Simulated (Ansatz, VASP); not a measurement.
# Si in VASP and in Ansatz

The input INCAR:

```
SYSTEM = Si
PREC = Accurate ; ENCUT = 520
EDIFF = 1E-6 ; ISMEAR = 0
SIGMA = 0.15 ; LREAL = .FALSE.
LASPH = .TRUE. ; NELM = 60
ALGO = Normal ; ISIF = 2
LWAVE = .FALSE. ; LCHARG = .TRUE.
GGA = PS ; LELF = .TRUE.
LVHAR = .TRUE. ; NBANDS = 26
```

The input KPOINTS:

```
regular mesh
0
G
  10 10 10
  0 0 0
```

File POSCAR:

```
Si
1.0
   -3.2641982370      3.2641982370      3.2641982370
    3.2641982370     -3.2641982370      3.2641982370
    3.2641982370      3.2641982370     -3.2641982370
Si
8
Direct
    0.2047947401      0.2047947401      0.2047947401
    0.5000000000      0.0000000000      0.2952052599
    0.2952052599      0.5000000000      0.0000000000
    0.0000000000      0.2952052599      0.5000000000
    0.7952052599      0.7952052599      0.7952052599
    0.5000000000      0.0000000000      0.7047947401
    0.7047947401      0.5000000000      0.0000000000
    0.0000000000      0.7047947401      0.5000000000
```

Input for Ansatz:

```yaml
crystal:
  lattice:
    - [-3.264198237, 3.264198237, 3.264198237]
    - [3.264198237, -3.264198237, 3.264198237]
    - [3.264198237, 3.264198237, -3.264198237]
  atoms:
    - { symbol: Si, position: [0.2047947401, 0.2047947401, 0.2047947401] }
    - { symbol: Si, position: [0.5, 0.0, 0.2952052599] }
    - { symbol: Si, position: [0.2952052599, 0.5, 0.0] }
    - { symbol: Si, position: [0.0, 0.2952052599, 0.5] }
    - { symbol: Si, position: [0.7952052599, 0.7952052599, 0.7952052599] }
    - { symbol: Si, position: [0.5, 0.0, 0.7047947401] }
    - { symbol: Si, position: [0.7047947401, 0.5, 0.0] }
    - { symbol: Si, position: [0.0, 0.7047947401, 0.5] }
basis:
  ecutwfc: 420
kpoints:
  mp_grid: { grid: [10, 10, 10] }
hamiltonian:
  xc: pbesol
  pseudopotentials: { kind: paw, azcp: { folder: soft_1 } }
scf:
  occupations: { method: gaussian, width: 0.15 }
output:
  forces: true
  stress: true
  eigenvalues: true
```

Alike in both runs: task single point; functional PBEsol; k mesh 10 × 10 × 10; occupations gaussian, width 0.15 eV; no spin polarisation.

```csv
,VASP,Ansatz
version,VASP 6.6.1,Ansatz 0.2.0
potentials or method,"VASP PAW PBE potentials, release 64 (Si), cutoff 520 eV","scalar-relativistic, plane waves, PAW"
valence electrons in the cell,32,32
```

Ansatz gave:

```
gap on the k mesh at the Fermi level (eV) : none
pressure (GPa)                            : 3.6
rms of the force components (eV/Å)        : 0.080
```

Question: Which values does VASP return?

Answer: gap on the k mesh at the Fermi level (eV): none; pressure (GPa): 3.8; rms of the force components (eV/Å): 0.087.

VASP's potentials were made for PBE, not for PBEsol, and Ansatz warns of the same on its side. Atom by atom the forces differ by 0.006 eV/Å (rms over components). A gap of «none» marks a metal or a gap that the smearing closes.
